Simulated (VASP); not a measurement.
A run of VASP 6.6.1:

The input POSCAR:

```
Zr
1.0
    3.2445832200      0.0000000000      0.0000000000
   -1.6222916100      2.8098914932      0.0000000000
    0.0000000000      0.0000000000      5.1573641137
Zr
2
Direct
    0.3333333333      0.6666666667      0.2500000000
    0.6666666667      0.3333333333      0.7500000000
```

The input INCAR.step1:

```
SYSTEM = Zr
PREC = Accurate
ENCUT = 520
ISMEAR = 1
SIGMA = 0.03
LREAL = .False.
LASPH = .True.
NELM = 100
NBANDS = 19
GGA = PE
ALGO = Normal
EDIFF = 1E-4
LWAVE = .True.
LCHARG = .False.
```

Contents of INCAR.step2:

```
SYSTEM = Zr
PREC = Accurate
ENCUT = 520
EDIFF = 1E-6
ISMEAR = 1
SIGMA = 0.03
LREAL = .False.
LASPH = .True.
NELM = 100
ALGO = Normal
ISIF = 2
LWAVE = .False.
LCHARG = .False.
METAGGA = R2SCAN
LMIXTAU = .True.
NBANDS = 19
ISTART = 1
```

The input KPOINTS:

```
regular mesh
0
Gamma
  11 11 6
  0 0 0
```

Potentials or basis: VASP PAW PBE potentials, release 64 (Zr_sv).

Run with:

```console
$ cat potpaw_PBE.64/Zr_sv/POTCAR > POTCAR
$ cp INCAR.step1 INCAR
$ mpirun -np 1 vasp_std > vasp.out
$ cp INCAR.step2 INCAR
$ mpirun -np 1 vasp_std > vasp.out
```

Hardware: 1 thread of Intel Xeon 8259CL (shared host).

Problem. How long does it take, and how much memory?

Solution. Run time: 4 min on 1 thread of Intel Xeon 8259CL, with other jobs on the host, peak memory 0.2 GiB. Counts: k points 64.
